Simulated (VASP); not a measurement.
Here is a VASP 6.6.1 calculation.

INCAR

```
SYSTEM = Ba
PREC = Accurate ; ENCUT = 520
EDIFF = 1E-6 ; ISMEAR = -1
SIGMA = 0.1 ; LREAL = .False.
LASPH = .True. ; NELM = 100
ALGO = Normal ; ISIF = 2
LWAVE = .False. ; LCHARG = .False.
GGA = PE ; NBANDS = 11
```

The input KPOINTS:

```
regular mesh
0
Gamma
  7 7 7
  0 0 0
```

File POSCAR:

```
Ba
1.0
   -2.4019387743      2.4019387743      2.4019387743
    2.4019387743     -2.4019387743      2.4019387743
    2.4019387743      2.4019387743     -2.4019387743
Ba
1
Direct
    0.0000000000      0.0000000000      0.0000000000
```

Potentials or basis: VASP PAW PBE potentials, release 64 (Ba_sv).

Command:

```bash
$ cat potpaw_PBE.64/Ba_sv/POTCAR > POTCAR
$ mpirun -np 1 vasp_std > vasp.out
```

Q: Estimate the pressure.

A: 1.6 GPa.

Q: What does it give for the band gap on the k mesh?

A: Zero (band 5 reaches 2.40 eV, above the bottom of band 6 at 1.52 eV).

Caveat: spin-orbit coupling is left out, which moves the levels of the heavy elements.
